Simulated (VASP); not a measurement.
Input of a VASP 6.6.1 run:

File POSCAR:

```
S
1.0
    3.4292459824      0.0000000000      0.0000000000
   -1.7146229912      2.9698141366      0.0000000000
    0.0000000000      0.0000000000      6.7388657113
S
4
Direct
    0.0000000000      0.0000000000      0.0000000000
    0.0000000000      0.0000000000      0.5000000000
    0.3333333333      0.6666666667      0.7500000000
    0.6666666667      0.3333333333      0.2500000000
```

INCAR.step1

```
SYSTEM = S
ALGO = Normal
EDIFF = 1E-4
ENCUT = 520
GGA = PE
ISMEAR = 0
LASPH = .TRUE.
LCHARG = .FALSE.
LREAL = .FALSE.
LWAVE = .TRUE.
NBANDS = 20
NELM = 100
PREC = Accurate
SIGMA = 0.1
```

File INCAR.step2:

```
SYSTEM = S
ALGO = Normal
EDIFF = 1E-6
ENCUT = 520
ISIF = 2
ISMEAR = 0
ISTART = 1
LASPH = .TRUE.
LCHARG = .TRUE.
LELF = .TRUE.
LMIXTAU = .TRUE.
LREAL = .FALSE.
LVHAR = .TRUE.
LWAVE = .FALSE.
METAGGA = R2SCAN
NBANDS = 20
NELM = 100
PREC = Accurate
SIGMA = 0.1
```

Contents of KPOINTS:

```
k-points
0
G
  6 6 2
  0 0 0
```

Potentials or basis: VASP PAW PBE potentials, release 64 (S).

Run with:

```console
$ cat potpaw_PBE.64/S/POTCAR > POTCAR
$ cp INCAR.step1 INCAR
$ mpirun -np 1 vasp_std > vasp.out
$ cp INCAR.step2 INCAR
$ mpirun -np 1 vasp_std > vasp.out
```

(1) Estimate the pressure.

(2) Estimate the band gap on the k mesh.

Answers

(1) -0.2 GPa.

(2) zero (bands 12 and 13 overlap by 2.77 eV).

Caveat: the k points lie up to 0.47 Å⁻¹ apart, too coarse for converged energies and pressures of a metal; the PAW data sets were made with another functional, which shifts forces and pressure a little.
